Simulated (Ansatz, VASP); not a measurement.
**Ag: VASP beside Ansatz**

File INCAR:

```
SYSTEM = Ag
PREC = Accurate
ENCUT = 520
EDIFF = 1E-6
ISMEAR = -1
SIGMA = 0.1
LREAL = .False.
LASPH = .True.
NELM = 60
ALGO = Normal
ISIF = 2
LWAVE = .False.
LCHARG = .False.
GGA = PE
NBANDS = 30
```

File KPOINTS:

```
Automatic mesh
0
Gamma
  16 16 5
  0 0 0
```

Contents of POSCAR:

```
Ag
1.0
    2.8000064575      0.0000000000      0.0000000000
   -1.4000032288      2.4248767230      0.0000000000
    0.0000000000      0.0000000000      9.2522553046
Ag
4
Direct
    0.3333333333      0.6666666667      0.2500000000
    0.6666666667      0.3333333333      0.7500000000
    0.0000000000      0.0000000000      0.0000000000
    0.0000000000      0.0000000000      0.5000000000
```

Input for Ansatz:

```yaml
crystal:
  lattice:
    - [2.8000064575, 0.0, 0.0]
    - [-1.4000032288, 2.424876723, 0.0]
    - [0.0, 0.0, 9.2522553046]
  atoms:
    - { symbol: Ag, position: [0.3333333333, 0.6666666667, 0.25] }
    - { symbol: Ag, position: [0.6666666667, 0.3333333333, 0.75] }
    - { symbol: Ag, position: [0.0, 0.0, 0.0] }
    - { symbol: Ag, position: [0.0, 0.0, 0.5] }
hamiltonian:
  xc: pbe
  pseudopotentials:
    kind: paw
    azcp:
      Ag: "pseudopotentials/Ag.paw.azcp"
basis:
  ecutwfc: 420
  fft_grid_basis: typed
kpoints:
  mp_grid: { grid: [16, 16, 5], shift: [0, 0, 0] }
magnetization:
  spin_polarized: false
scf:
  occupations: { method: fermi_dirac, width: 0.1 }
output:
  stress: true
```

Alike in both runs: task single point; functional PBE; k mesh 16 × 16 × 5; occupations fermi-dirac, width 0.1 eV; no spin polarisation.

|  | VASP | Ansatz |
| --- | --- | --- |
| version | VASP 6.6.1 | Ansatz 0.2.0 |
| potentials or method | VASP PAW PBE potentials, release 64 (Ag), cutoff 520 eV | plane waves (420 eV) with PAW, scalar-relativistic |
| valence electrons in the cell | 44 | 76 |

Ansatz gave:

```
pressure (GPa)                                                : 17.0
traceless stress, the component that is largest in VASP (GPa) : -1.25
```

Task: What did VASP give for the same quantities?

Result: Pressure (GPa): 16.7; traceless stress, the component that is largest in VASP (GPa): -1.25.

VASP's potentials hold 44 valence electrons a cell and Ansatz's 76, so a difference there can come from the potentials and not from the codes.
